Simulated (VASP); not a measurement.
Crystal: Ti.

```xyz
1
Lattice="0.0000 2.0300 2.0300 2.0300 0.0000 2.0300 2.0300 2.0300 0.0000" Properties=species:S:1:pos:R:3 pbc="T T T"
Ti    0.0000    0.0000    0.0000
```

Base run:

| Item | Value |
| --- | --- |
| Program | VASP 6.6.1 |
| Functional | r2SCAN |
| Potentials or basis | VASP PAW PBE potentials, release 64 (Ti_sv) |
| Cutoff | 520 eV |
| k mesh | 15 × 15 × 15 |
| Occupations | fermi-dirac, width 0.05 eV |
| Spin | no spin polarisation |

Its results: band gap on the k mesh zero (band 6 reaches 9.67 eV, above the bottom of band 7 at 8.34 eV); pressure 4.8 GPa.

**Question.** The run is repeated on the same cell with these changes: functional from r2SCAN to PBE. What comes out?

**Answer.** Band gap on the k mesh zero (band 6 reaches 9.52 eV, above the bottom of band 7 at 8.34 eV); pressure 4.2 GPa.

Caveats: the PAW data sets were made with another functional, which shifts forces and pressure a little (some runs).
